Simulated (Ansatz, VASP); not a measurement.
**One calculation of ZnO, two programs**

```
CELL_PARAMETERS angstrom
3.24940 0.00000 0.00000
-1.62470 2.81406 0.00000
0.00000 0.00000 5.20380
ATOMIC_POSITIONS crystal
Zn 0.33333 0.66667 0.00000
Zn 0.66667 0.33333 0.50000
O 0.33333 0.66667 0.38210
O 0.66667 0.33333 0.88210
```

Alike in both runs: task electric field gradients; functional PBE; k mesh 11 × 11 × 6; occupations fermi-dirac, width 0.02 eV; no spin polarisation.

```csv
,VASP,Ansatz
version,VASP 6.6.1,Ansatz 0.2.0
potentials or method,"VASP PAW PBE potentials, release 64 (Zn, O_h)","PAW with Ansatz's default frozen-core files, scalar-relativistic"
plane-wave cutoff (eV),910,420
valence electrons in the cell,36,36
```

|  | VASP | Ansatz | Ansatz less VASP |
| --- | --- | --- | --- |
| gap on the k mesh at the Fermi level (eV) | 0.79 | 0.80 | +0.013 |
| rms of the force components (eV/Å) | 0.019 | 0.018 | -0.0006 |
| size of Vzz on the site where it differs most (V/Å²) | 7.6 | 7.5 | -0.08 |

Atom by atom the forces differ by 0.001 eV/Å (rms over components). The functional is the same, so the differences come from potentials, cutoffs and numerics.

Noted on VASP's run: the cutoff is short for stress, so the pressure is rough.
